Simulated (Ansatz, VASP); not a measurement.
LiCl in VASP and in Ansatz

Contents of INCAR:

```
ALGO = Normal
EDIFF = 1E-6
EDIFFG = -0.025
ENCUT = 600
GGA = PE
IBRION = 2
ISIF = 3
ISMEAR = 0
LASPH = T
LCHARG = F
LREAL = F
LWAVE = F
NELM = 60
NSW = 80
PREC = Accurate
SIGMA = 0.1
```

KPOINTS

```
k-points
0
Gamma
  6 6 6
```

File POSCAR:

```
LiCl
1.0
   -2.5282360075      0.0830600157     -2.5863370729
   -2.5204265175     -2.5554967017      0.0752505257
   -5.1705463135      2.6099394545      2.6173513559
Li Cl
2 2
Direct
    0.9841511763      1.0125703631     -0.0112392456
    0.5108063413      0.5054587970      0.5035166552
    0.2702758546      0.2144938112      0.2547592107
    0.7347666278      0.7674770287      0.7529633797
```

Input for Ansatz:

```yaml
crystal:
  lattice:
    - [-2.5282360075, 0.0830600157, -2.5863370729]
    - [-2.5204265175, -2.5554967017, 0.0752505257]
    - [-5.1705463135, 2.6099394545, 2.6173513559]
  atoms:
    - { symbol: Li, position: [0.9841511763, 1.0125703631, -0.0112392456] }
    - { symbol: Li, position: [0.5108063413, 0.505458797, 0.5035166552] }
    - { symbol: Cl, position: [0.2702758546, 0.2144938112, 0.2547592107] }
    - { symbol: Cl, position: [0.7347666278, 0.7674770287, 0.7529633797] }
basis:
  ecutwfc: 420
kpoints:
  mp_grid: { grid: [6, 6, 6] }
hamiltonian:
  xc: pbe
scf:
  occupations: { method: gaussian, width: 0.1 }
  lower_state_search: "off"
output:
  forces: true
  stress: true
  eigenvalues: true
relax:
  adjacent_minimum: "off"
  f_tol: 0.025
  max_steps: 60
  cell: { stress_tol: 0.25 }
```

Change from the starting cell: cell x2, atoms moved at random (sigma 0.05 Å) and cell strained at random (1.5 %), then relaxed without symmetry.

Alike in both runs: task relaxation of cell and atoms; functional PBE; k mesh 6 × 6 × 6; occupations gaussian, width 0.1 eV; no spin polarisation.

|  | VASP | Ansatz |
| --- | --- | --- |
| version | VASP 6.6.1 | Ansatz 0.2.0 |
| potentials or method | VASP PAW PBE potentials, release 64 (Li_sv, Cl), cutoff 600 eV | scalar-relativistic, plane waves, PAW |
| valence electrons in the cell | 20 | 20 |

```tsv
	VASP	Ansatz	Ansatz less VASP
gap on the k mesh at the Fermi level, each at its own relaxed structure (eV)	6.29	6.24	-0.046
relaxed volume (Å³/atom)	16.99	17.10	+0.110
relaxed cell length with the largest relative difference (Å)	3.634	3.643	+0.0094
```

Noted on VASP's run: the cutoff is short for stress, so the pressure is rough.
